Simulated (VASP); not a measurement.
# Ta (Im-3m) in VASP: single point with LDA+U

Aim: the single point of Ta with LDA+U.

All numbers are computed with VASP 6.6.1; they aren't measurements. Logs are shortened: lines on timing, memory, paths and dates and some standing lists are left out, and cuts for length are marked.

### 1 The cell of the first run

It takes space group Im-3m (No. 229, cubic). Conventional cell: a = 3.256 Å, b = 3.256 Å, c = 3.256 Å, α = 90.00°, β = 90.00°, γ = 90.00°. Within 3.7 Å of Ta (site symmetry m-3m) lie 14 Ta at 2.82 to 3.26 Å.

### 2 Single point, LDA+U, non-collinear spin, zero start, spin-orbit coupling

INCAR reads:

```
SYSTEM = Ta
ALGO     = Normal         ! electronic algorithm
EDIFF    = 1E-6           ! SCF threshold, eV
ENCUT    = 520            ! plane-wave cutoff, eV
GGA      = CA             ! functional
GGA_COMPAT= .False.      
ISIF     = 2              ! what is computed and relaxed
ISMEAR   = -1             ! smearing method
LASPH    = .True.         ! aspherical terms in the spheres
LCHARG   = .False.        ! write CHGCAR
LDAU     = .True.         ! DFT+U
LDAUJ    = 0            
LDAUL    = 2              ! shell
LDAUPRINT= 1            
LDAUTYPE = 2            
LDAUU    = 5              ! U, eV
LMAXMIX  = 4              ! l up to which the mixer works
LORBIT   = 11             ! projections on sites
LORBMOM  = .True.       
LREAL    = .False.        ! projectors in reciprocal space
LSORBIT  = .True.         ! spin-orbit coupling
LWAVE    = .False.        ! write WAVECAR
MAGMOM   = 0 0 0          ! initial moments
NBANDS   = 22             ! bands
NELM     = 150            ! most SCF steps
PREC     = Accurate       ! precision mode
SIGMA    = 0.05           ! smearing width, eV
```

KPOINTS reads:

```
k-points
0
Gamma
  14 14 14
  0 0 0
```

POSCAR reads:

```
Ta
1.0
   -1.6277543238      1.6277543238      1.6277543238
    1.6277543238     -1.6277543238      1.6277543238
    1.6277543238      1.6277543238     -1.6277543238
Ta
1
Direct
    0.0000000000      0.0000000000      0.0000000000
```

Potentials or basis: VASP PAW LDA potentials, release 64 (Ta_pv).

Launch:

```bash
> cat potpaw_LDA.64/Ta_pv/POTCAR > POTCAR
> mpirun -np 1 vasp_ncl > vasp.out
```

OUTCAR:

```text
SYSTEM = Ta
   EDIFF = 1E-6
   ENCUT = 520
   GGA = CA
   ISIF = 2
   ISMEAR = -1
   LASPH = .True.
   LORBIT = 11
   LREAL = .False.
   LSORBIT = .True.
   NELM = 150
   PREC = Accurate

 ion  position               nearest neighbor table
   1  0.000  0.000  0.000-

  LATTYP: Found a body centered cubic cell.
 ALAT       =     3.2555086476

  Lattice vectors:

 A1 = (  -1.6277543238,   1.6277543238,   1.6277543238)
 A2 = (   1.6277543238,  -1.6277543238,   1.6277543238)
 A3 = (   1.6277543238,   1.6277543238,  -1.6277543238)

Analysis of symmetry for initial positions (statically):
=====================================================================
 Subroutine PRICEL returns:
 Original cell was already a primitive cell.

 Routine SETGRP: Setting up the symmetry group for a
 body centered cubic supercell.

 Subroutine GETGRP returns: Found 48 space group operations
 (whereof 48 operations were pure point group operations)
 out of a pool of 48 trial point group operations.

The static configuration has the point symmetry O_h .

Analysis of symmetry for dynamics (positions and initial velocities):
=====================================================================
 Subroutine PRICEL returns:
 Original cell was already a primitive cell.

 Routine SETGRP: Setting up the symmetry group for a
 body centered cubic supercell.

 Subroutine GETGRP returns: Found 48 space group operations
 (whereof 48 operations were pure point group operations)
 out of a pool of 48 trial point group operations.

The dynamic configuration has the point symmetry O_h .

Analysis of structural, dynamic, and magnetic symmetry:
=====================================================================
 Subroutine PRICEL returns:
 Original cell was already a primitive cell.

 Routine SETGRP: Setting up the symmetry group for a
 body centered cubic supercell.

 Subroutine GETGRP returns: Found 48 space group operations
 (whereof 48 operations were pure point group operations)
 out of a pool of 48 trial point group operations.

The overall configuration has the point symmetry O_h .

 Subroutine INISYM returns: Found 48 space group operations
 (whereof 48 operations are pure point group operations),
 and found     1 'primitive' translations

----------------------------------------------------------------------------------------

                                     Primitive cell

  volume of cell :      17.2515

  direct lattice vectors                    reciprocal lattice vectors
    -1.627754324  1.627754324  1.627754324     0.000000000  0.307171661  0.307171661
     1.627754324 -1.627754324  1.627754324     0.307171661  0.000000000  0.307171661
     1.627754324  1.627754324 -1.627754324     0.307171661  0.307171661  0.000000000

  length of vectors
     2.819353191  2.819353191  2.819353191     0.434406330  0.434406330  0.434406330

  position of ions in fractional coordinates (direct lattice)
     0.000000000  0.000000000  0.000000000

  ion indices of the primitive-cell ions
   primitive index   ion index
                 1           1

----------------------------------------------------------------------------------------

 KPOINTS: k-points

Automatic generation of k-mesh.
 Grid dimensions read from file:
 generate k-points for:   14   14   14

 Generating k-lattice:

  Cartesian coordinates                     Fractional coordinates (reciprocal lattice)
     0.000000000  0.021940833  0.021940833     0.071428571  0.000000000  0.000000000
     0.021940833  0.000000000  0.021940833     0.000000000  0.071428571  0.000000000
     0.021940833  0.021940833  0.000000000     0.000000000  0.000000000  0.071428571

  Length of vectors
     0.031029024  0.031029024  0.031029024

  Shift w.r.t. Gamma in fractional coordinates (k-lattice)
     0.000000000  0.000000000  0.000000000

 Subroutine IBZKPT returns following result:
 ===========================================

 Found    104 irreducible k-points:

[... 78 lines left out ...]
   LEPSILON=     F    determine dielectric tensor
   LRPA    =     F    only Hartree local field effects (RPA)
  energy-cutoff  :      520.00
  volume of cell :       17.25
 maximum number of plane-waves:       952
 NGX is ok and might be reduce to    24
   NGX = 11   NGY = 11   NGZ = 11

 number of electron      11.0000000 magnetization       0.0000000      0.0000000      0.0000000

 number of electron      11.0000000 magnetization      -0.0000000     -0.0000000     -0.0000000

 number of electron      11.0000000 magnetization       0.0000000     -0.0000000     -0.0000000

atom =   1  type =  1  l = 2

 onsite density matrix

spin component  1

  0.2681  0.0000  0.0000 -0.0000  0.0000     -0.0000  0.0000  0.0000  0.0000  0.0279
  0.0000  0.2681  0.0000 -0.0000 -0.0000     -0.0000 -0.0000 -0.0000  0.0201  0.0000
  0.0000  0.0000  0.1916 -0.0000 -0.0000     -0.0000  0.0000  0.0000 -0.0000 -0.0000
 -0.0000 -0.0000 -0.0000  0.2681 -0.0000     -0.0000 -0.0201  0.0000 -0.0000  0.0000
  0.0000 -0.0000 -0.0000 -0.0000  0.1916     -0.0279 -0.0000  0.0000 -0.0000  0.0000
[... 19 lines left out ...]
  0.2681  0.0000  0.0000 -0.0000 -0.0000     -0.0000 -0.0000 -0.0000 -0.0000 -0.0279
  0.0000  0.2681  0.0000 -0.0000 -0.0000      0.0000 -0.0000  0.0000 -0.0201 -0.0000
  0.0000  0.0000  0.1916 -0.0000 -0.0000      0.0000 -0.0000  0.0000  0.0000  0.0000
 -0.0000 -0.0000 -0.0000  0.2681 -0.0000      0.0000  0.0201 -0.0000 -0.0000 -0.0000
 -0.0000 -0.0000 -0.0000 -0.0000  0.1916      0.0279  0.0000 -0.0000  0.0000  0.0000

 occupancies and eigenvectors

  o =  0.1807  v = -0.0176 -0.0090  0.1813 -0.0697  0.0000  0.0088 -0.1887 -0.3037 -0.0407  0.0116      0.0000  0.0667 -0.8797 -0.0178  0.0679 -0.0030 -0.0407 -0.0598  0.2063  0.0340
  o =  0.1807  v = -0.0012 -0.0320 -0.0578  0.2041  0.0000  0.0114 -0.0677  0.8834  0.0130 -0.0445      0.0000 -0.1926 -0.3040 -0.0434  0.0044  0.0115  0.0130 -0.1681  0.0688  0.0440
  o =  0.1807  v =  0.2457  0.0094  0.0125 -0.0041 -0.0000  0.0193 -0.1366 -0.0194 -0.0028 -0.0018      0.0000  0.0046 -0.0610 -0.0099 -0.9480  0.0005 -0.0028 -0.0009 -0.1092  0.0744
  o =  0.1807  v = -0.0186  0.1350 -0.0027 -0.0011  0.0000  0.2455  0.0195 -0.0233  0.0006 -0.0316      0.0000  0.0093  0.0454 -0.1105  0.0718  0.0082  0.0006  0.0544 -0.0009  0.9469
  o =  0.2279  v = -0.5774  0.0000 -0.0000 -0.0000  0.0000 -0.0000 -0.5774 -0.0000 -0.0000  0.0000      0.0000 -0.0000  0.0000 -0.0000 -0.0000  0.0000 -0.0000  0.0000 -0.5774 -0.0000
  o =  0.2279  v =  0.0000  0.5739 -0.0000 -0.0627  0.0000 -0.5739  0.0000 -0.0000 -0.0000  0.0000      0.0000 -0.0627  0.0000 -0.5739  0.0000  0.0627 -0.0000 -0.0000  0.0000  0.0000
  o =  0.2991  v = -0.7143  0.0596  0.0066 -0.1146 -0.0000  0.0186  0.1195  0.0279  0.0147 -0.0409      0.0000  0.0094  0.1067  0.0410 -0.2777 -0.1052  0.0147 -0.0226  0.5947 -0.0072
  o =  0.2991  v =  0.1842  0.1186  0.0068 -0.6141  0.0000  0.0411 -0.1896  0.1273  0.0152 -0.2570      0.0000 -0.0470  0.0438  0.0775  0.0716 -0.6610  0.0152 -0.0440  0.0055 -0.0160
  o =  0.2991  v =  0.2362  0.0608  0.0275 -0.0116  0.0000 -0.0138 -0.6865  0.0677  0.0612  0.1082      0.0000  0.2898  0.2552  0.0746  0.0919  0.2783  0.0612 -0.0304  0.4503  0.0054
  o =  0.2991  v = -0.0758 -0.0840  0.0400 -0.4481 -0.0000 -0.1188  0.2681  0.2579  0.0891  0.0982      0.0000  0.7007 -0.1034  0.0348 -0.0295  0.2526  0.0891  0.0111 -0.1923  0.0462

 number of electron      11.0000000 magnetization      -0.0000000      0.0000000      0.0000000

 Free energy of the ion-electron system (eV)
  ---------------------------------------------------
  ext. energy  EPLUGINS =         0.00000000
  ---------------------------------------------------
  free energy    TOTEN  =        -8.98869542 eV

  energy without entropy =       -8.98052783  energy(sigma->0) =       -8.98461162

 E-fermi :   6.3522     XC(G=0): -13.0507

 val. band max:        6.3376974872   @ k =  -0.2143   0.2143   0.2143
 cond. band min:       6.3561880376   @ k =   0.0714   0.0714   0.0714
 fundamental gap:      0.0184905504
 Fermi energy:         6.3522231741

 k-point     1 :       0.0000    0.0000    0.0000
  band No.  band energies     occupation
      1     -32.7829      1.00000
      2     -32.7829      1.00000
      3     -24.6811      1.00000
      4     -24.6811      1.00000
      5     -24.6811      1.00000
      6     -24.6811      1.00000
[... 589 lines left out ...]
     21      19.0864      0.00000
     22      19.0864      0.00000

 [... further k-points ...]

------------------------ aborting loop because EDIFF is reached ----------------------------------------

  FORCE on cell =-STRESS in cart. coord.  units (eV):
  Direction    XX          YY          ZZ          XY          YZ          ZX
  --------------------------------------------------------------------------------------
  -------------------------------------------------------------------------------------
  Total        2.1207006      2.1207006      2.1207006     -0.0000000     -0.0000000     -0.0000000
  in kB      196.9533488    196.9533488    196.9533488     -0.0000000     -0.0000000     -0.0000000
  external PRESSURE =     196.9533488 kB  Pullay stress =       0.0000000 kB

 VOLUME and BASIS-vectors are now :
 -----------------------------------------------------------------------------
  energy-cutoff  :      520.00
  volume of cell :       17.25
      direct lattice vectors                 reciprocal lattice vectors
    -1.627754324  1.627754324  1.627754324     0.000000000  0.307171661  0.307171661
     1.627754324 -1.627754324  1.627754324     0.307171661  0.000000000  0.307171661
     1.627754324  1.627754324 -1.627754324     0.307171661  0.307171661  0.000000000

 POSITION                                       TOTAL-FORCE (eV/Angst)
 -----------------------------------------------------------------------------------
      0.00000      0.00000      0.00000        -0.000000      0.000000      0.000000
 -----------------------------------------------------------------------------------
    total drift:                               -0.000000      0.000000      0.000000

  FREE ENERGIE OF THE ION-ELECTRON SYSTEM (eV)
  ---------------------------------------------------
  free  energy   TOTEN  =        -8.9886954176 eV

  energy  without entropy=       -8.9805278262  energy(sigma->0) =       -8.98461162

 orbital moment (x)

 # of ion     p       d       tot
 ----------------------------------------
  1         0.000  -0.000  -0.000
 ----------------------------------------
            0.000  -0.000  -0.000

 orbital moment (y)

 # of ion     p       d       tot
 ----------------------------------------
  1        -0.000   0.000   0.000
 ----------------------------------------
           -0.000   0.000   0.000

 orbital moment (z)

 # of ion     p       d       tot
 ----------------------------------------
  1         0.000   0.000   0.000
 ----------------------------------------
            0.000   0.000   0.000

 Spin-Orbit-Coupling matrix elements

 Ion:    1  E_soc:     -1.4643175
 l=   1
     0.0000000    -0.2170679    -0.2170679
    -0.2170679     0.0000000    -0.2170679
    -0.2170679    -0.2170679     0.0000000
 l=   2
     0.0000000    -0.0071453     0.0000000    -0.0071453    -0.0198398
    -0.0071453     0.0000000    -0.0148799    -0.0071453    -0.0049600
     0.0000000    -0.0148799     0.0000000    -0.0148799     0.0000000
    -0.0071453    -0.0071453    -0.0148799     0.0000000    -0.0049600
    -0.0198398    -0.0049600     0.0000000    -0.0049600     0.0000000
 l=   3
     0.0000000     0.0000000     0.0000000     0.0000000     0.0000000     0.0000000     0.0000000
     0.0000000     0.0000000     0.0000000     0.0000000     0.0000000     0.0000000     0.0000000
     0.0000000     0.0000000     0.0000000     0.0000000     0.0000000     0.0000000     0.0000000
     0.0000000     0.0000000     0.0000000     0.0000000     0.0000000     0.0000000     0.0000000
     0.0000000     0.0000000     0.0000000     0.0000000     0.0000000     0.0000000     0.0000000
     0.0000000     0.0000000     0.0000000     0.0000000     0.0000000     0.0000000     0.0000000
     0.0000000     0.0000000     0.0000000     0.0000000     0.0000000     0.0000000     0.0000000

 total charge

# of ion       s       p       d       tot
------------------------------------------
    1        0.403   6.213   2.330   8.946

 magnetization (x)

# of ion       s       p       d       tot
------------------------------------------
    1       -0.000   0.000  -0.000  -0.000

 magnetization (y)

# of ion       s       p       d       tot
------------------------------------------
    1        0.000   0.000  -0.000  -0.000

 magnetization (z)

# of ion       s       p       d       tot
------------------------------------------
    1       -0.000   0.000  -0.000  -0.000
```

It took 2.3 min on 1 thread of AMD EPYC 7R13, shared host; peak memory 0.18 GiB.

Results:

```
Free energy                                           : -8.9887 eV
Pressure                                              : 19.7 GPa
Net moment                                            : 0.00 μB per cell
Valence electrons inside the program's atomic spheres : Ta 8.95
```

Moments on the atoms (μB; x, y, z):
```
Ta  0.00 0.00 0.00
```

Caveat: the cell stands under pressure; the U is typed as a test and isn't derived for this compound.
